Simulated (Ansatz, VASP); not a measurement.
**One calculation of Se, two programs**

```
Se
1.0
     3.93788    0.00000    0.00000
    -1.96894    3.41030    0.00000
     0.00000    0.00000    5.00386
Se
3
Direct
  0.26108 0.00000 0.33333
  0.00000 0.26108 0.66667
  0.73892 0.73892 0.00000
```

Alike in both runs: task single point; functional PBEsol; dispersion D3(BJ); k mesh 12 × 12 × 8; occupations gaussian, width 0.03 eV; no spin polarisation.

```csv
,VASP,Ansatz
version,VASP 6.6.1,Ansatz 0.2.0
potentials or method,"VASP PAW PBE potentials, release 64 (Se), cutoff 520 eV","scalar-relativistic, plane waves, PAW"
valence electrons in the cell,18,48
```

|  | VASP | Ansatz | Ansatz less VASP |
| --- | --- | --- | --- |
| gap on the k mesh at the Fermi level (eV) | 0.47 | 0.48 | +0.008 |
| least direct gap on the mesh (eV) | 0.47 | 0.48 | +0.008 |
| pressure (GPa) | 1.1 | 0.9 | -0.20 |
| traceless stress, the component that is largest in VASP (GPa) | 1.44 | 1.37 | -0.068 |
| rms of the force components (eV/Å) | 0.031 | 0.014 | -0.0175 |

VASP's potentials were made for PBE, not for PBEsol. Atom by atom the forces differ by 0.017 eV/Å (rms over components). VASP's potentials hold 18 valence electrons a cell and Ansatz's 48, so a difference there can come from the potentials and not from the codes.
